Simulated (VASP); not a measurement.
# WAu in VASP: settings compared, part 2 of 2

VASP 6.6.1.

**3. Relaxation of cell and atoms, RPBE+D4**

File INCAR:

```
SYSTEM = WAu
PREC = Accurate
ENCUT = 600
EDIFF = 1E-6
ISMEAR = -1
SIGMA = 0.05
LREAL = .False.
LASPH = .True.
NELM = 100
ALGO = Fast
ISIF = 3
LWAVE = .False.
LCHARG = .False.
GGA = RP
IVDW = 13
IBRION = 2
NSW = 60
EDIFFG = -0.01
```

File KPOINTS:

```
Automatic mesh
0
Gamma
  8 8 8
  0 0 0
```

File POSCAR:

```
WAu
1.0
    0.0000000000      2.7479792600      2.7479792600
    2.7479792600      0.0000000000      2.7479792600
    2.7479792600      2.7479792600      0.0000000000
W Au
1 1
Direct
    0.0000000000      0.0000000000      0.0000000000
    0.7500000000      0.7500000000      0.7500000000
```

Potentials or basis: VASP PAW PBE potentials, release 64 (W_sv, Au).

Launch:

```console
$ cat potpaw_PBE.64/W_sv/POTCAR potpaw_PBE.64/Au/POTCAR > POTCAR
$ mpirun -np 1 vasp_std > vasp.out
```

OUTCAR:

```text
SYSTEM = WAu
   PREC = Accurate
   ENCUT = 600
   EDIFF = 1E-6
   ISMEAR = -1
   LREAL = .False.
   LASPH = .True.
   NELM = 100
   ISIF = 3
   GGA = RP
   IVDW = 13
   IBRION = 2
   NSW = 60
   EDIFFG = -0.01

 ion  position               nearest neighbor table
   1  0.000  0.000  0.000-   2 2.38   2 2.38   2 2.38   2 2.38
   2  0.750  0.750  0.750-   1 2.38   1 2.38   1 2.38   1 2.38

  LATTYP: Found a face centered cubic cell.
 ALAT       =     5.4959585200

  Lattice vectors:

 A1 = (   0.0000000000,   2.7479792600,   2.7479792600)
 A2 = (   2.7479792600,   0.0000000000,   2.7479792600)
 A3 = (   2.7479792600,   2.7479792600,   0.0000000000)

Analysis of symmetry for initial positions (statically):
=====================================================================
 Subroutine PRICEL returns:
 Original cell was already a primitive cell.

 Routine SETGRP: Setting up the symmetry group for a
 face centered cubic supercell.

 Subroutine GETGRP returns: Found 24 space group operations
 (whereof 24 operations were pure point group operations)
 out of a pool of 48 trial point group operations.

The static configuration has the point symmetry T_d .

Analysis of symmetry for dynamics (positions and initial velocities):
=====================================================================
 Subroutine PRICEL returns:
 Original cell was already a primitive cell.

 Routine SETGRP: Setting up the symmetry group for a
 face centered cubic supercell.

 Subroutine GETGRP returns: Found 24 space group operations
 (whereof 24 operations were pure point group operations)
 out of a pool of 48 trial point group operations.

The dynamic configuration has the point symmetry T_d .

 Subroutine INISYM returns: Found 24 space group operations
 (whereof 24 operations are pure point group operations),
 and found     1 'primitive' translations

----------------------------------------------------------------------------------------

                                     Primitive cell

  volume of cell :      41.5021

[... 99 lines left out ...]
   NELECT =      25.0000    total number of electrons
   NUPDOWN=      -1.0000    fix difference up-down
   EMIN   =  10.00;   EMAX   =-10.00  energy-range for DOS
   EFERMI =   0.00;   METHOD = LEGACY
   ISMEAR =    -1;   SIGMA  =   0.05  broadening in eV -4-tet -1-fermi 0-gaus
   EFERMI_NEDOS =   21; number of points for ismear=-14 and -15
   IALGO  =     68    algorithm
   IMIX   =      4    mixing-type and parameters
     AMIX     =   0.40;   BMIX     =  1.00
     AMIX_MAG =   1.60;   BMIX_MAG =  1.00
  volume/ion in A,a.u.               =      20.75       140.04
  Fermi-wavevector in a.u.,A,eV,Ry     =   1.382605  2.612744 26.008842  1.911596
  Thomas-Fermi vector in A             =   2.507280
   LORBIT       =      0    0 simple, 1 ext, 2 COOP (PROOUT), +10 PAW based schemes
   GGA     = RP    functional components
   LHFCALC =     F    Hartree Fock is set to
   AEXX    =    0.0000 exact exchange contribution
   IVDW    =    13    specifies the selected vdW correction
   LEPSILON=     F    determine dielectric tensor
   LRPA    =     F    only Hartree local field effects (RPA)
 conjugate gradient relaxation of ions
 non-spin polarized calculation
 RMM-DIIS sequential band-by-band and
  energy-cutoff  :      600.00
  volume of cell :       41.50
 maximum number of plane-waves:      1411
   NGX = 15   NGY = 15   NGZ = 15

--------------------------------------- Ionic step        1  -------------------------------------------

 number of electron      24.9999999 magnetization

 Free energy of the ion-electron system (eV)
  ---------------------------------------------------
  ext. energy  EPLUGINS =         0.00000000
  ---------------------------------------------------
  free energy    TOTEN  =       -10.43642194 eV

  energy without entropy =      -10.42020746  energy(sigma->0) =      -10.42831470

------------------------ aborting loop because EDIFF is reached ----------------------------------------

  DFT-D4 for vdW energy calculation

  Edisp (eV):   -2.32810
[... 31 lines left out ...]
--------------------------------------- Ionic step        2  -------------------------------------------

 number of electron      25.0000001 magnetization

 E-fermi :   3.0595     XC(G=0):  -9.0861

 val. band max:        3.0376793270   @ k =  -0.3750   0.2500   0.1250
 cond. band min:       3.0628060448   @ k =   0.3750   0.2500   0.0000
 fundamental gap:      0.0251267178
 Fermi energy:         3.0595401368

 k-point     1 :       0.0000    0.0000    0.0000
  band No.  band energies     occupation
      1     -71.6791      2.00000
      2     -35.7739      2.00000
      3     -35.7739      2.00000
      4     -35.7739      2.00000
      5      -2.9405      2.00000
      6      -1.4728      2.00000
[... 566 lines left out ...]
--------------------------------------- Ionic step        5  -------------------------------------------

 number of electron      25.0000000 magnetization

 Free energy of the ion-electron system (eV)
  ---------------------------------------------------
  ext. energy  EPLUGINS =         0.00000000
  ---------------------------------------------------
  free energy    TOTEN  =       -11.18766252 eV

  energy without entropy =      -11.16902872  energy(sigma->0) =      -11.17834562

 E-fermi :   6.1134     XC(G=0): -10.7355

 val. band max:        6.0782719042   @ k =  -0.3750   0.2500   0.1250
 cond. band min:       6.1542164466   @ k =   0.3750   0.2500   0.0000
 fundamental gap:      0.0759445424
 Fermi energy:         6.1133818619

 k-point     1 :       0.0000    0.0000    0.0000
  band No.  band energies     occupation
      1     -68.1970      2.00000
      2     -32.4060      2.00000
      3     -32.4060      2.00000
      4     -32.4060      2.00000
      5      -1.5880      2.00000
      6       0.1954      2.00000
[... 480 lines left out ...]
  FREE ENERGIE OF THE ION-ELECTRON SYSTEM (eV)
  ---------------------------------------------------
  free  energy   TOTEN  =       -13.2044801196 eV

  energy  without entropy=      -13.1858463137  energy(sigma->0) =      -13.19516322

 reached required accuracy - stopping structural energy minimisation
```

OSZICAR:

```text
N       E                     dE             d eps       ncg     rms          rms(c)
DAV:   1     0.200360892012E+03    0.20036E+03   -0.14451E+04   928   0.176E+03
DAV:   2    -0.720327902404E+01   -0.20756E+03   -0.20550E+03  1184   0.432E+02
DAV:   3    -0.115353851608E+02   -0.43321E+01   -0.42373E+01  1080   0.604E+01
DAV:   4    -0.115853897515E+02   -0.50005E-01   -0.49988E-01  1144   0.690E+00
[... 59 lines left out ...]
RMM:   4    -0.111876534806E+02   -0.13580E-04   -0.34999E-04  1079   0.111E-01    0.714E-02
RMM:   5    -0.111876686137E+02   -0.15133E-04   -0.10983E-04   996   0.800E-02    0.162E-02
RMM:   6    -0.111876639211E+02    0.46926E-05   -0.18264E-05   930   0.417E-02    0.106E-02
RMM:   7    -0.111876624930E+02    0.14282E-05   -0.18607E-05   873   0.334E-02    0.579E-03
RMM:   8    -0.111876625214E+02   -0.28448E-07   -0.30162E-06   649   0.168E-02
   5 F= -.13204480E+02 E0= -.13195163E+02  d E =-.439962E+00
```

Wall time 67 s (1 thread of AMD EPYC 9R45 (Zen 5), shared host); peak memory 0.17 GiB.

Results:

```
Free energy                            : -13.2045 eV
Relaxed volume                         : 23.77 Å³/atom
Relaxed cell                           : a = 4.066 Å, b = 4.066 Å, c = 4.066 Å, α = 60.00°, β = 60.00°, γ = 60.00°
Space group after relaxing (to 0.05 Å) : F-43m (No. 216)
Energy gained by relaxing              : 220.0 meV/atom
Ionic steps                            : 5
Pressure after relaxing                : 0.0 GPa
Dispersion energy per atom             : -1.008 eV
```

Step by step:
```csv
step,energy change (eV),largest force (eV/Å),pressure (GPa),volume (Å³)
1,0.0000,0.0000,26.69,41.50
2,1.1511,0.0000,-19.57,65.92
3,-0.4343,0.0000,-2.25,48.34
4,-0.4397,0.0000,-0.46,47.70
5,-0.4400,0.0000,-0.02,47.54
```

Final structure:
```
W Au
1.0
     0.00000    2.87528    2.87528
     2.87528    0.00000    2.87528
     2.87528    2.87528    0.00000
W Au
1 1
Direct
  0.00000 0.00000 0.00000
  0.75000 0.75000 0.75000
```

Levels at points of the mesh, in eV from the Fermi level:
```
           k point  band 9  band 10  band 11  band 12  band 13  band 14  band 15  band 16
(0.00, 0.00, 0.00)   -5.78    -5.78    -0.76    -0.76    -0.76     1.63     1.63     8.55
(0.50, 0.00, 0.00)   -5.71    -5.09    -1.90    -0.25    -0.25     1.44     1.44     2.11
(0.50, 0.50, 0.00)   -5.17    -4.05    -2.83     0.38     1.29     1.55     1.55     2.89
```

Caveat: the PAW data sets were made with another functional, which shifts forces and pressure a little; spin-orbit coupling is left out, which moves the levels of the heavy elements; pairwise dispersion overbinds metals, which lowers pressure and volume.

**4. Relaxation of cell and atoms, BLYP+D3(BJ)**

File INCAR:

```
PREC     = Accurate       # precision mode
ENCUT    = 600            # plane-wave cutoff, eV
EDIFF    = 1E-6           # SCF threshold, eV
ISMEAR   = -1             # smearing method
SIGMA    = 0.05           # smearing width, eV
LREAL    = False          # projectors in reciprocal space
LASPH    = True           # aspherical terms in the spheres
NELM     = 80             # most SCF steps
ALGO     = Normal         # electronic algorithm
ISIF     = 3              # what is computed and relaxed
LWAVE    = False          # write WAVECAR
LCHARG   = False          # write CHGCAR
GGA      = B5             # functional
ALDAX    = 1.0          
AGGAX    = 1.0          
AGGAC    = 1.0          
ALDAC    = 0.0          
IVDW     = 12             # dispersion correction
VDW_S6   = 1.0          
VDW_S8   = 2.6996       
VDW_A1   = 0.4298       
VDW_A2   = 4.2359       
IBRION   = 2              # ionic algorithm
NSW      = 60             # ionic steps
EDIFFG   = -0.01          # ionic threshold
```

File KPOINTS:

```
Automatic mesh
0
Gamma
  8 8 8
```

POSCAR is that of step 3.

Launch:

```console
$ cat potpaw_PBE.64/W_sv/POTCAR potpaw_PBE.64/Au/POTCAR > POTCAR
$ mpirun -np 1 vasp_std > vasp.out
```

It took 1.7 min on 1 thread of AMD EPYC 9R45 (Zen 5), shared host; peak memory 0.18 GiB.

Results (log left out):

- Free energy: -13.2129 eV
- Relaxed volume: 24.22 Å³/atom
- Relaxed cell: a = 4.092 Å, b = 4.092 Å, c = 4.092 Å, α = 60.00°, β = 60.00°, γ = 60.00°
- Space group after relaxing (to 0.05 Å): F-43m (No. 216)
- Energy gained by relaxing: 285.5 meV/atom
- Ionic steps: 5
- Pressure after relaxing: -0.1 GPa
- Dispersion energy per atom: -1.305 eV

The path:
```tsv
step	energy change (eV)	largest force (eV/Å)	pressure (GPa)	volume (Å³)
1	0.0000	0.0000	30.61	41.50
2	1.3518	0.0000	-19.10	70.15
3	-0.5618	0.0000	-2.75	49.50
4	-0.5706	0.0000	-0.65	48.68
5	-0.5710	0.0000	-0.06	48.45
```

Final structure:
```
W Au
1.0
     0.00000    2.89340    2.89340
     2.89340    0.00000    2.89340
     2.89340    2.89340    0.00000
W Au
1 1
Direct
  0.00000 0.00000 0.00000
  0.75000 0.75000 0.75000
```

Levels at points of the mesh, in eV from the Fermi level:
```csv
k point,band 10,band 11,band 12,band 13,band 14,band 15,band 16
"(0.00, 0.00, 0.00)",-5.72,-0.78,-0.78,-0.78,1.53,1.53,8.69
"(0.50, 0.00, 0.00)",-5.03,-1.72,-0.28,-0.28,1.35,1.35,2.01
"(0.50, 0.50, 0.00)",-4.02,-2.73,0.33,1.33,1.46,1.46,2.77
```

Caveat: the volume moved by over 15 % at a fixed basis, so the end points are rough; the PAW data sets were made with another functional, which shifts forces and pressure a little; spin-orbit coupling is left out, which moves the levels of the heavy elements; pairwise dispersion overbinds metals, which lowers pressure and volume.

**5. Single point, PBE**

File INCAR:

```
PREC = Accurate
ENCUT = 520
EDIFF = 1E-6
ISMEAR = 1
SIGMA = 0.05
LREAL = F
LASPH = T
NELM = 100
ALGO = Normal
ISIF = 2
LWAVE = F
LCHARG = F
GGA = PE
NBANDS = 20
```

File KPOINTS:

```
regular mesh
0
Gamma
  6 6 6
```

File POSCAR:

```
WAu
1.0
    0.0000000000      2.7479792600      2.7479792600
    2.7479792600      0.0000000000      2.7479792600
    2.7479792600      2.7479792600      0.0000000000
W Au
1 1
Direct
    0.0038740000     -0.0029770000     -0.0070910000
    0.7383630000      0.7513000000      0.7580640000
```

Launch:

```console
$ cat potpaw_PBE.64/W_sv/POTCAR potpaw_PBE.64/Au/POTCAR > POTCAR
$ mpirun -np 1 vasp_std > vasp.out
```

Run time: 43 s. Hardware: 1 thread of AMD EPYC 9R45 (Zen 5), shared host; peak memory 0.21 GiB.

Results (log left out):

```yaml
Free_energy: -11.5966 eV
Pressure: 33.6 GPa
Largest_force: 1.369 eV/Å
```

Forces in eV/Å, atoms in the order of the input:
```
W    1.178 -0.116 -0.689
Au  -1.178  0.116  0.689
```

Stress tensor (GPa, compression positive):
```
33.29 -3.72 -0.53
-3.72 33.81  6.45
-0.53  6.45 33.64
```

Levels at points of the mesh, in eV from the Fermi level:
| k point | band 10 | band 11 | band 12 | band 13 | band 14 | band 15 | band 16 | band 17 |
| --- | --- | --- | --- | --- | --- | --- | --- | --- |
| (0.00, 0.00, 0.00) | -6.38 | -1.00 | -0.94 | -0.86 | 2.03 | 2.05 | 9.13 | 11.55 |
| (0.50, 0.00, 0.00) | -5.69 | -2.28 | -0.36 | -0.21 | 1.89 | 1.92 | 2.71 | 8.72 |
| (0.00, 0.50, 0.00) | -5.61 | -2.27 | -0.41 | -0.17 | 1.66 | 1.74 | 2.51 | 8.63 |
| (0.00, 0.00, 0.50) | -5.56 | -2.25 | -0.37 | -0.23 | 1.57 | 1.62 | 2.38 | 8.68 |
| (0.50, 0.50, 0.50) | -5.65 | -2.27 | -0.40 | -0.18 | 1.75 | 1.81 | 2.60 | 8.59 |
| (0.50, 0.50, 0.00) | -4.29 | -3.26 | 0.32 | 1.39 | 1.89 | 1.95 | 3.46 | 3.67 |
| (0.00, 0.50, 0.50) | -4.30 | -3.25 | 0.32 | 1.39 | 1.85 | 1.94 | 3.52 | 3.66 |
| (0.50, 0.00, 0.50) | -4.28 | -3.26 | 0.32 | 1.38 | 1.93 | 1.94 | 3.44 | 3.67 |

Caveat: spin-orbit coupling is left out, which moves the levels of the heavy elements; forces of over 1 eV/Å act on the atoms, so gaps and moduli don't describe the material at rest.

**6. Overview**

```csv
task,level,cell,k mesh,cutoff (eV),smearing,gap on the mesh (eV),pressure (GPa),relaxed volume (Å³/atom)
relaxation of cell and atoms,RPBE+D3(BJ),relaxed,8 × 8 × 8,600,fermi-dirac 0.05 eV,none,0.0,21.39
relaxation of cell and atoms,RPBE+D4,relaxed,8 × 8 × 8,600,fermi-dirac 0.05 eV,none,0.0,23.77
relaxation of cell and atoms,BLYP+D3(BJ),relaxed,8 × 8 × 8,600,fermi-dirac 0.05 eV,none,-0.1,24.22
single point,PBE,as given,6 × 6 × 6,520,methfessel-paxton 0.05 eV,none,33.6,-
```

Alike in all rows: potentials or basis VASP PAW PBE potentials, release 64 (W_sv, Au); no spin polarisation.

Caveats: spin-orbit coupling is left out, which moves the levels of the heavy elements; the PAW data sets were made with another functional, which shifts forces and pressure a little (some runs); pairwise dispersion overbinds metals, which lowers pressure and volume (some runs); the volume moved by over 15 % at a fixed basis, so the end points are rough (some runs); forces of over 1 eV/Å act on the atoms, so gaps and moduli don't describe the material at rest (some runs).

Total energies depend on the potentials used, so only differences within one code and one set of settings carry meaning.
